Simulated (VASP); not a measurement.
A run of VASP 6.6.1:

Contents of INCAR:

```
SYSTEM = GaN
ALGO     = Normal         ! electronic algorithm
EDIFF    = 1E-7           ! SCF threshold, eV
ENCUT    = 520            ! plane-wave cutoff, eV
GGA      = PS             ! functional
ISIF     = 2              ! what is computed and relaxed
ISMEAR   = 0              ! smearing method
LASPH    = .True.         ! aspherical terms in the spheres
LCHARG   = .False.        ! write CHGCAR
LREAL    = .False.        ! projectors in reciprocal space
LWAVE    = .False.        ! write WAVECAR
NBANDS   = 36             ! bands
NELM     = 60             ! most SCF steps
PREC     = Accurate       ! precision mode
SIGMA    = 0.02           ! smearing width, eV
```

Contents of KPOINTS:

```
k-points
0
Gamma
  6 5 22
  0 0 0
```

POSCAR

```
GaN
1.0
    5.6579528208      0.0000000000      0.0000000000
    0.0000000000      8.0015536144      0.0000000000
    0.9429921368      2.6671845381      1.5403175122
Ga N
3 3
Direct
    0.3333333333      0.6666666667      0.0000000000
    0.6666666667      0.3333333333      0.0000000000
    0.0000000000      0.0000000000      0.0000000000
    0.3333333333      0.4166666667      0.0000000000
    0.6666666667      0.0833333333      0.0000000000
    0.0000000000      0.7500000000      0.0000000000
```

Potentials or basis: VASP PAW PBE potentials, release 64 (Ga_d, N).

Run with:

```console
$ cat potpaw_PBE.64/Ga_d/POTCAR potpaw_PBE.64/N/POTCAR > POTCAR
$ mpirun -np 1 vasp_std > vasp.out
```

Hardware: 1 thread of Oxide Virtual Turin-like Processor (shared host).

Q: Estimate the wall time of this run.

A: It took 26 min on 1 thread of Oxide Virtual Turin-like Processor (shared host), peak memory 0.67 GiB. Counts: scf iterations 15, k points 332.
